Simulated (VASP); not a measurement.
## TaN: single point with r2SCAN

Crystal: TaN.

```
Ta N
1.0
     0.00000    2.42048    2.42048
     2.42048    0.00000    2.42048
     2.42048    2.42048    0.00000
Ta N
1 1
Direct
  0.00000 0.00000 0.00000
  0.25000 0.25000 0.25000
```

```json
{
  "Program": "VASP 6.6.1",
  "Task": "single point",
  "Functional": "r2SCAN",
  "Potentials or basis": "VASP PAW PBE potentials, release 64 (Ta_pv, N)",
  "Cutoff": "660 eV",
  "k mesh": "12 × 12 × 12",
  "Occupations": "gaussian, width 0.05 eV",
  "Spin": "collinear spin",
  "Starting moments": "[0.05, 0.0] μB",
  "Dipole correction": "no",
  "Further INCAR settings": "ALGO = Normal; EDIFF = 1e-06; NBANDS = 19"
}
```

* Pressure: -14.6 GPa
* Band gap on the k mesh: zero (filled and empty bands overlap)
* Net moment: 0.00 μB per cell
* Valence electrons inside the program's atomic spheres: Ta 8.80; N 3.76

Levels at points of the mesh, in eV from the Fermi level:
Spin up:
| k point | band 4 | band 5 | band 6 | band 7 | band 8 | band 9 | band 10 | band 11 | band 12 | band 13 |
| --- | --- | --- | --- | --- | --- | --- | --- | --- | --- | --- |
| (0.00, 0.00, 0.00) | -18.35 | -7.10 | -7.10 | -7.10 | -1.30 | 0.46 | 0.46 | 5.53 | 5.53 | 5.53 |
| (0.50, 0.00, 0.00) | -17.30 | -7.23 | -6.44 | -6.44 | 0.23 | 1.07 | 1.07 | 3.80 | 3.80 | 4.06 |
| (0.50, 0.50, 0.00) | -16.95 | -8.37 | -5.07 | -5.07 | -2.55 | 1.00 | 2.09 | 2.84 | 2.84 | 9.44 |
Spin down:
```csv
k point,band 5,band 6,band 7,band 8,band 9,band 10,band 11,band 12
"(0.00, 0.00, 0.00)",-7.10,-7.10,-7.10,-1.30,0.46,0.46,5.53,5.53
"(0.50, 0.00, 0.00)",-7.23,-6.44,-6.44,0.23,1.07,1.07,3.80,3.80
"(0.50, 0.50, 0.00)",-8.37,-5.07,-5.07,-2.55,1.00,2.09,2.84,2.84
```

It took 4.5 min on 1 thread of AMD EPYC 9R45 (Zen 5), with other jobs on the host, peak memory 0.22 GiB.

Caveat: the cell stands under tension; the PAW data sets were made with another functional, which shifts forces and pressure a little; spin-orbit coupling is left out, which moves the levels of the heavy elements.
